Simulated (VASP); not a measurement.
MgI2, 3 atoms in the cell. Symmetry: P-3m1, No. 164, trigonal system. The conventional cell has a = 4.207 Å, b = 4.207 Å, c = 7.499 Å, α = 90.00°, β = 90.00°, γ = 120.00°. Within 3.8 Å of Mg (site symmetry -3m) lie 6 I at 2.91 Å. Within 3.8 Å of I (site symmetry 3m) lie 3 Mg at 2.91 Å.  This cell differs from its parent crystal: engineering shear strain xz +0.0000, normal strain along z -0.0400.

- Program: VASP 6.6.1
- Task: relaxation of the atoms
- Functional: PBE
- Potentials or basis: VASP PAW PBE potentials, release 64 (Mg, I)
- Cutoff: 520 eV
- k mesh: 6 × 6 × 4
- Occupations: gaussian, width 0.05 eV
- Spin: no spin polarisation
- Dipole correction: no
- Further INCAR settings: ALGO = Normal; EDIFF = 1e-06; IBRION = 2; EDIFFG = -0.01; NSW = 50

Potentials or basis: VASP PAW PBE potentials, release 64 (Mg, I).

Command:

```console
$ cat potpaw_PBE.64/Mg/POTCAR potpaw_PBE.64/I/POTCAR > POTCAR
$ mpirun -np 1 vasp_std > vasp.out
```

Hardware: 1 thread of Intel(R) Xeon(R) Platinum 8488C (Sapphire Rapids) (shared host).

Problem. How long does it take, and how much memory?

Solution. It took 73 s on 1 thread of Intel(R) Xeon(R) Platinum 8488C (Sapphire Rapids), with other jobs on the host, peak memory 0.24 GiB. Counts: scf iterations 27, k points 24, ion steps 4.
